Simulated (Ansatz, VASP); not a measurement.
**Two plane-wave programs on Os**

```
Os
1.0
     0.00000    1.91293    1.91293
     1.91293    0.00000    1.91293
     1.91293    1.91293    0.00000
Os
1
Direct
  0.00000 0.00000 0.00000
```

Alike in both runs: task single point; functional PBE; dispersion D3(BJ); k mesh 8 × 8 × 8; occupations gaussian, width 0.1 eV; no spin polarisation.

|  | VASP | Ansatz |
| --- | --- | --- |
| version | VASP 6.6.1 | Ansatz 0.2.0 |
| potentials or method | VASP PAW PBE potentials, release 64 (Os), cutoff 600 eV | scalar-relativistic, plane waves, PAW |
| valence electrons in the cell | 8 | 16 |

Ansatz gave:

- gap on the k mesh at the Fermi level (eV): none
- pressure (GPa): 2.0

Task: Estimate VASP's values.

Result: gap on the k mesh at the Fermi level (eV): none; pressure (GPa): 2.2.

A gap of «none» marks a metal or a gap that the smearing closes. VASP's potentials hold 8 valence electrons a cell and Ansatz's 16, so a difference there can come from the potentials and not from the codes.

Spin-orbit coupling is off throughout.
